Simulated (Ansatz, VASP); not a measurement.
One calculation of Be, two programs

```
Be
1.0
    -0.94094    0.94094    0.94094
     0.94094   -0.94094    0.94094
     0.94094    0.94094   -0.94094
Be
1
Cartesian
  0.0000 0.0000 0.0000
```

Change from the starting cell: volume scaled by 0.43, crystal datasets.

Alike in both runs: task single point; functional PBEsol; k mesh 23 × 23 × 23; occupations fermi-dirac, width 0.1 eV; no spin polarisation.

```csv
,VASP,Ansatz
version,VASP 6.6.1,Ansatz 0.2.0
potentials or method,"VASP PAW PBE potentials, release 64 (Be), cutoff 520 eV","all-electron PAW with datasets made for the crystal, scalar-relativistic"
```

VASP gave:

```
pressure (GPa) : 429.3
```

Question: What did Ansatz give for the same quantities?

Answer: Pressure (GPa): 422.6.

VASP's potentials were made for PBE, not for PBEsol. Both programs put the cell under a high pressure, so it lies far from rest at this level. Ansatz ran all-electron here, and VASP with PAW potentials. Ansatz's warnings: printed levels off.

Noted on VASP's run: the cell as given lies far from equilibrium.
